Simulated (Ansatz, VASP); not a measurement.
# Ir in VASP and in Ansatz

The input POSCAR:

```
Ir
1.0
    2.7650047667      0.0000000000      0.0000000000
   -1.3825023834      2.3945643696      0.0000000000
    0.0000000000      0.0000000000      4.4859097335
Ir
2
Direct
    0.3333333333      0.6666666667      0.2500000000
    0.6666666667      0.3333333333      0.7500000000
```

File INCAR.step1:

```
PREC     = Accurate       # precision mode
ENCUT    = 520            # plane-wave cutoff, eV
ISMEAR   = -1             # smearing method
SIGMA    = 0.1            # smearing width, eV
LREAL    = False          # projectors in reciprocal space
LASPH    = True           # aspherical terms in the spheres
NELM     = 100            # most SCF steps
NBANDS   = 16             # bands
GGA      = PE             # functional
ALGO     = Normal         # electronic algorithm
EDIFF    = 1E-4           # SCF threshold, eV
LWAVE    = True           # write WAVECAR
LCHARG   = False          # write CHGCAR
```

Contents of INCAR.step2:

```
PREC     = Accurate       # precision mode
ENCUT    = 520            # plane-wave cutoff, eV
EDIFF    = 1E-7           # SCF threshold, eV
ISMEAR   = -1             # smearing method
SIGMA    = 0.1            # smearing width, eV
LREAL    = False          # projectors in reciprocal space
LASPH    = True           # aspherical terms in the spheres
NELM     = 100            # most SCF steps
ALGO     = Normal         # electronic algorithm
ISIF     = 2              # what is computed and relaxed
LWAVE    = False          # write WAVECAR
LCHARG   = False          # write CHGCAR
METAGGA  = R2SCAN         # meta-GGA
LMIXTAU  = True         
NBANDS   = 16             # bands
ISTART   = 1
```

KPOINTS

```
Automatic mesh
0
Gamma
  15 15 8
```

Input for Ansatz:

```yaml
crystal:
  lattice:
    - [2.7650047667, 0.0, 0.0]
    - [-1.3825023834, 2.3945643696, 0.0]
    - [0.0, 0.0, 4.4859097335]
  atoms:
    - { symbol: Ir, position: [0.3333333333, 0.6666666667, 0.25] }
    - { symbol: Ir, position: [0.6666666667, 0.3333333333, 0.75] }
hamiltonian:
  xc: r2scan
  pseudopotentials:
    kind: paw
    azcp:
      Ir: "pseudopotentials/Ir.paw.azcp"
basis:
  ecutwfc: 500
  fft_grid_basis: typed
kpoints:
  mp_grid: { grid: [15, 15, 8], shift: [0, 0, 0] }
magnetization:
  spin_polarized: false
scf:
  occupations: { method: fermi_dirac, width: 0.1 }
  lower_state_search: "off"
output:
  stress: true
```

Alike in both runs: task single point; functional r2SCAN; k mesh 15 × 15 × 8; occupations fermi-dirac, width 0.1 eV; no spin polarisation.

|  | VASP | Ansatz |
| --- | --- | --- |
| version | VASP 6.6.1 | Ansatz 0.2.0 |
| potentials or method | VASP PAW PBE potentials, release 64 (Ir), cutoff 520 eV | plane waves (500 eV) with PAW, scalar-relativistic |
| valence electrons in the cell | 18 | 34 |

Ansatz gave:

| Quantity | Value |
| --- | --- |
| pressure (GPa) | -13.3 |
| traceless stress, the component that is largest in VASP (GPa) | -0.35 |

Problem. Which values does VASP return?

Solution. Pressure (GPa): -11.3; traceless stress, the component that is largest in VASP (GPa): -0.25.

VASP's potentials were made for PBE, not for r2SCAN. VASP's potentials hold 18 valence electrons a cell and Ansatz's 34, so a difference there can come from the potentials and not from the codes.

Spin-orbit coupling is off throughout.
